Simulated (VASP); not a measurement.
# YBi3P4 (P-43m) in VASP: notebook

Runs on YBi3P4. Level: PBEsol. Tasks: single point, relaxation of cell and atoms.

Everything below comes from runs of VASP 6.6.1. Logs are shortened: lines on timing, memory, paths and dates and some standing lists are left out, and cuts for length are marked.

### Step 1. The cell of the first run

It takes space group P-43m (No. 215, cubic). Conventional cell: a = 6.701 Å, b = 6.701 Å, c = 6.701 Å, α = 90.00°, β = 90.00°, γ = 90.00°. Y (site symmetry -43m) has 4 P at 2.69 Å and 6 Bi at 3.35 Å within 3.6 Å. Within 3.7 Å of Bi (site symmetry -42m) lie 4 P at 2.84 Å and 2 Y at 3.35 Å. Within 3.6 Å of P (site symmetry 3m) lie 1 Y at 2.69 Å and 3 Bi at 2.84 Å.

### Step 2. Single point, PBEsol

File INCAR:

```
SYSTEM = YBi3P4
PREC = Accurate ; ENCUT = 520
EDIFF = 1E-7 ; ISMEAR = -1
SIGMA = 0.03 ; LREAL = .False.
LASPH = .True. ; NELM = 60
ALGO = Normal ; ISIF = 2
LWAVE = .False. ; LCHARG = .False.
GGA = PS ; NBANDS = 48
```

File KPOINTS:

```
Automatic mesh
0
Gamma
  4 4 4
  0 0 0
```

File POSCAR:

```
YBi3P4
1.0
    6.7014298948      0.0000000000      0.0000000000
    0.0000000000      6.7014298948      0.0000000000
    0.0000000000      0.0000000000      6.7014298948
Y Bi P
1 3 4
Direct
    0.0000000000      0.0000000000      0.0000000000
    0.0000000000      0.5000000000      0.0000000000
    0.0000000000      0.0000000000      0.5000000000
    0.5000000000      0.0000000000      0.0000000000
    0.7678879724      0.2321120276      0.7678879724
    0.2321120276      0.7678879724      0.7678879724
    0.7678879724      0.7678879724      0.2321120276
    0.2321120276      0.2321120276      0.2321120276
```

Potentials or basis: VASP PAW PBE potentials, release 64 (Y_sv, Bi_d, P).

Started as:

```sh
$ cat potpaw_PBE.64/Y_sv/POTCAR potpaw_PBE.64/Bi_d/POTCAR potpaw_PBE.64/P/POTCAR > POTCAR
$ mpirun -np 1 vasp_std > vasp.out
```

OUTCAR:

```text
SYSTEM = YBi3P4
   PREC = Accurate
   ENCUT = 520
   EDIFF = 1E-7
   ISMEAR = -1
   LREAL = .False.
   LASPH = .True.
   NELM = 60
   ISIF = 2
   GGA = PS

 ion  position               nearest neighbor table
   1  0.000  0.000  0.000-   5 2.69   6 2.69   7 2.69   8 2.69   3 3.35   4 3.35   2 3.35   3 3.35
                             2 3.35   4 3.35
   2  0.000  0.500  0.000-   5 2.84   6 2.84   7 2.84   8 2.84   1 3.35   1 3.35
   3  0.000  0.000  0.500-   5 2.84   6 2.84   7 2.84   8 2.84   1 3.35   1 3.35
   4  0.500  0.000  0.000-   5 2.84   6 2.84   7 2.84   8 2.84   1 3.35   1 3.35
   5  0.768  0.232  0.768-   1 2.69   2 2.84   3 2.84   4 2.84
   6  0.232  0.768  0.768-   1 2.69   2 2.84   3 2.84   4 2.84
   7  0.768  0.768  0.232-   1 2.69   2 2.84   3 2.84   4 2.84
   8  0.232  0.232  0.232-   1 2.69   2 2.84   3 2.84   4 2.84

  LATTYP: Found a simple cubic cell.
 ALAT       =     6.7014298948

  Lattice vectors:

 A1 = (   6.7014298948,   0.0000000000,   0.0000000000)
 A2 = (   0.0000000000,   6.7014298948,   0.0000000000)
 A3 = (   0.0000000000,   0.0000000000,   6.7014298948)

Analysis of symmetry for initial positions (statically):
=====================================================================
 Subroutine PRICEL returns:
 Original cell was already a primitive cell.

 Routine SETGRP: Setting up the symmetry group for a
 simple cubic supercell.

 Subroutine GETGRP returns: Found 24 space group operations
 (whereof 24 operations were pure point group operations)
 out of a pool of 48 trial point group operations.

The static configuration has the point symmetry T_d .

Analysis of symmetry for dynamics (positions and initial velocities):
=====================================================================
 Subroutine PRICEL returns:
 Original cell was already a primitive cell.

 Routine SETGRP: Setting up the symmetry group for a
 simple cubic supercell.

 Subroutine GETGRP returns: Found 24 space group operations
 (whereof 24 operations were pure point group operations)
 out of a pool of 48 trial point group operations.

The dynamic configuration has the point symmetry T_d .

 Subroutine INISYM returns: Found 24 space group operations
 (whereof 24 operations are pure point group operations),
 and found     1 'primitive' translations

----------------------------------------------------------------------------------------

                                     Primitive cell

  volume of cell :     300.9556

  direct lattice vectors                    reciprocal lattice vectors
     6.701429895  0.000000000  0.000000000     0.149221885  0.000000000  0.000000000
     0.000000000  6.701429895  0.000000000     0.000000000  0.149221885  0.000000000
     0.000000000  0.000000000  6.701429895     0.000000000  0.000000000  0.149221885

  length of vectors
     6.701429895  6.701429895  6.701429895     0.149221885  0.149221885  0.149221885

  position of ions in fractional coordinates (direct lattice)
     0.000000000  0.000000000  0.000000000
     0.000000000  0.500000000  0.000000000
     0.000000000  0.000000000  0.500000000
     0.500000000  0.000000000  0.000000000
     0.767887972  0.232112028  0.767887972
     0.232112028  0.767887972  0.767887972
     0.767887972  0.767887972  0.232112028
     0.232112028  0.232112028  0.232112028

  ion indices of the primitive-cell ions
   primitive index   ion index
                 1           1
                 2           2
                 3           3
                 4           4
                 5           5
                 6           6
                 7           7
                 8           8

----------------------------------------------------------------------------------------

 KPOINTS: Automatic mesh

Automatic generation of k-mesh.
 Grid dimensions read from file:
 generate k-points for:    4    4    4

 Generating k-lattice:

  Cartesian coordinates                     Fractional coordinates (reciprocal lattice)
     0.037305471  0.000000000  0.000000000     0.250000000  0.000000000  0.000000000
     0.000000000  0.037305471  0.000000000     0.000000000  0.250000000  0.000000000
     0.000000000  0.000000000  0.037305471     0.000000000  0.000000000  0.250000000

  Length of vectors
     0.037305471  0.037305471  0.037305471

  Shift w.r.t. Gamma in fractional coordinates (k-lattice)
     0.000000000  0.000000000  0.000000000

 Subroutine IBZKPT returns following result:
 ===========================================

 Found     10 irreducible k-points:

 Following reciprocal coordinates:
            Coordinates               Weight
  0.000000  0.000000  0.000000      1.000000
  0.250000  0.000000  0.000000      6.000000
  0.500000  0.000000  0.000000      3.000000
  0.250000  0.250000  0.000000     12.000000
  0.500000  0.250000  0.000000     12.000000
  0.500000  0.500000  0.000000      3.000000
  0.250000  0.250000  0.250000      8.000000
  0.500000  0.250000  0.250000     12.000000
  0.500000  0.500000  0.250000      6.000000
  0.500000  0.500000  0.500000      1.000000
   k-points           NKPTS =     10   k-points in BZ     NKDIM =     10   number of bands    NBANDS=     48
   number of dos      NEDOS =    301   number of ions     NIONS =      8
   total plane-waves  NPLWV = 125000
   dimension x,y,z NGX =    50 NGY =   50 NGZ =   50
   dimension x,y,z NGXF=   100 NGYF=  100 NGZF=  100
   ions per type =               1   3   4
   NGX,Y,Z   is equivalent  to a cutoff of  12.40, 12.40, 12.40 a.u.
   NGXF,Y,Z  is equivalent  to a cutoff of  24.81, 24.81, 24.81 a.u.
 SYSTEM =  YBi3P4
   PREC   = accura    normal or accurate (medium, high low for compatibility)
   ISTART =      0    job   : 0-new  1-cont  2-samecut
   ICHARG =      2    charge: 1-file 2-atom 10-const
   ISPIN  =      1    spin polarized calculation?
   LNONCOLLINEAR =      F non collinear calculations
   LSORBIT =      F    spin-orbit coupling
   LASPH  =      T    aspherical Exc in radial PAW
   ENCUT  =  520.0 eV  38.22 Ry    6.18 a.u.  12.46 12.46 12.46*2*pi/ulx,y,z
   NELM   =     60;   NELMIN=  2; NELMDL= -5     # of ELM steps
   EDIFF  = 0.1E-06   stopping-criterion for ELM
   LREAL  =      F    real-space projection
   EDIFFG = 0.1E-05   stopping-criterion for IOM
   NSW    =      0    number of steps for IOM
   IBRION =     -1    ionic relax: 0-MD 1-quasi-New 2-CG
   NFREE  =      0    steps in history (QN), initial steepest desc. (CG)
   ISIF   =      2    stress and relaxation
   ISYM   =      2    0-nonsym 1-usesym 2-fastsym
   POTIM  = 0.5000    time-step for ionic-motion
   TEBEG  =    0.0;   TEEND  =   0.0 temperature during run
   PSTRESS=    0.0 pullay stress
   NELECT =      76.0000    total number of electrons
   NUPDOWN=      -1.0000    fix difference up-down
   EMIN   =  10.00;   EMAX   =-10.00  energy-range for DOS
   EFERMI =   0.00;   METHOD = LEGACY
   ISMEAR =    -1;   SIGMA  =   0.03  broadening in eV -4-tet -1-fermi 0-gaus
   EFERMI_NEDOS =   21; number of points for ismear=-14 and -15
   IALGO  =     38    algorithm
   IMIX   =      4    mixing-type and parameters
     AMIX     =   0.40;   BMIX     =  1.00
     AMIX_MAG =   1.60;   BMIX_MAG =  1.00
  volume/ion in A,a.u.               =      37.62       253.87
  Fermi-wavevector in a.u.,A,eV,Ry     =   1.034773  1.955438 14.568517  1.070756
  Thomas-Fermi vector in A             =   2.169085
   LORBIT       =      0    0 simple, 1 ext, 2 COOP (PROOUT), +10 PAW based schemes
   GGA     = PS    functional components
   LHFCALC =     F    Hartree Fock is set to
   AEXX    =    0.0000 exact exchange contribution
   IVDW    =     0    specifies the selected vdW correction
   LEPSILON=     F    determine dielectric tensor
   LRPA    =     F    only Hartree local field effects (RPA)
 non-spin polarized calculation
  energy-cutoff  :      520.00
  volume of cell :      300.96
 maximum number of plane-waves:      8217
 NGX is ok and might be reduce to    50
   NGX = 25   NGY = 25   NGZ = 25

 number of electron      76.0000030 magnetization

 Free energy of the ion-electron system (eV)
  ---------------------------------------------------
  ext. energy  EPLUGINS =         0.00000000
  ---------------------------------------------------
  free energy    TOTEN  =       -40.76621496 eV

  energy without entropy =      -40.75193183  energy(sigma->0) =      -40.75907339

 E-fermi :   2.5123     XC(G=0):  -7.8536

 val. band max:        2.4451135811   @ k =   0.0000   0.0000   0.0000
 cond. band min:       2.5260532451   @ k =   0.2500   0.0000   0.0000
 fundamental gap:      0.0809396640
 Fermi energy:         2.5123388716

 k-point     1 :       0.0000    0.0000    0.0000
  band No.  band energies     occupation
      1     -39.2726      2.00000
      2     -20.3926      2.00000
      3     -20.3926      2.00000
      4     -20.3926      2.00000
      5     -20.3924      2.00000
      6     -20.3887      2.00000
[... 40 lines left out ...]
     47       6.0547      0.00000
     48       6.9924      0.00000

 k-point     2 :       0.2500    0.0000    0.0000
  band No.  band energies     occupation
      1     -39.2726      2.00000
      2     -20.4069      2.00000
      3     -20.3921      2.00000
      4     -20.3913      2.00000
      5     -20.3913      2.00000
      6     -20.3910      2.00000
[... 40 lines left out ...]
     47       6.1327      0.00000
     48       6.1327      0.00000

 k-point     3 :       0.5000    0.0000    0.0000
  band No.  band energies     occupation
      1     -39.2726      2.00000
      2     -20.4226      2.00000
      3     -20.3919      2.00000
      4     -20.3911      2.00000
      5     -20.3891      2.00000
      6     -20.3891      2.00000
[... 346 lines left out ...]
     47       5.4832      0.00000
     48       6.3404      0.00000

 k-point    10 :       0.5000    0.5000    0.5000
  band No.  band energies     occupation
      1     -39.2725      2.00000
      2     -20.4275      2.00000
      3     -20.4275      2.00000
      4     -20.4275      2.00000
      5     -20.3854      2.00000
      6     -20.3854      2.00000
[... 40 lines left out ...]
     47       5.7194      0.00000
     48       6.1988      0.00000

------------------------ aborting loop because EDIFF is reached ----------------------------------------

  FORCE on cell =-STRESS in cart. coord.  units (eV):
  Direction    XX          YY          ZZ          XY          YZ          ZX
  --------------------------------------------------------------------------------------
  -------------------------------------------------------------------------------------
  Total       -0.0097843     -0.0097843     -0.0097843     -0.0000000     -0.0000000     -0.0000000
  in kB       -0.0520880     -0.0520880     -0.0520880     -0.0000000     -0.0000000     -0.0000000
  external PRESSURE =      -0.0520880 kB  Pullay stress =       0.0000000 kB

 VOLUME and BASIS-vectors are now :
 -----------------------------------------------------------------------------
  energy-cutoff  :      520.00
  volume of cell :      300.96
      direct lattice vectors                 reciprocal lattice vectors
     6.701429895  0.000000000  0.000000000     0.149221885  0.000000000  0.000000000
     0.000000000  6.701429895  0.000000000     0.000000000  0.149221885  0.000000000
     0.000000000  0.000000000  6.701429895     0.000000000  0.000000000  0.149221885

 POSITION                                       TOTAL-FORCE (eV/Angst)
 -----------------------------------------------------------------------------------
      0.00000      0.00000      0.00000        -0.000000     -0.000000     -0.000000
      0.00000      3.35071      0.00000        -0.000000     -0.000000     -0.000000
      0.00000      0.00000      3.35071        -0.000000     -0.000000     -0.000000
      3.35071      0.00000      0.00000        -0.000000     -0.000000     -0.000000
      5.14595      1.55548      5.14595        -0.002650      0.002650     -0.002650
      1.55548      5.14595      5.14595         0.002650     -0.002650     -0.002650
      5.14595      5.14595      1.55548        -0.002650     -0.002650      0.002650
      1.55548      1.55548      1.55548         0.002650      0.002650      0.002650
 -----------------------------------------------------------------------------------
    total drift:                               -0.000000     -0.000000     -0.000000

  FREE ENERGIE OF THE ION-ELECTRON SYSTEM (eV)
  ---------------------------------------------------
  free  energy   TOTEN  =       -40.7662149573 eV

  energy  without entropy=      -40.7519318280  energy(sigma->0) =      -40.75907339
```

It took 2.7 min on 1 thread of Intel Xeon Platinum 8488C (Sapphire Rapids), shared host; peak memory 0.43 GiB.

What came out:

```yaml
Free_energy: -40.7662 eV
Pressure: 0.0 GPa
Largest_force: 0.005 eV/Å
Band_gap_on_the_k_mesh: zero (bands 38 and 39 overlap by 0.49 eV)
```

Forces in eV/Å, atoms in the order of the input:
```
Y    0.000  0.000  0.000
Bi   0.000  0.000  0.000
Bi   0.000  0.000  0.000
Bi   0.000  0.000  0.000
P   -0.003  0.003 -0.003
P    0.003 -0.003 -0.003
P   -0.003 -0.003  0.003
P    0.003  0.003  0.003
```

Caveat: the PAW data sets were made with another functional, which shifts forces and pressure a little; spin-orbit coupling is left out, which moves the levels of the heavy elements.

[end of part 1 of 2]

The gap in the log of VASP goes by the Fermi energy; the results here count the filled bands.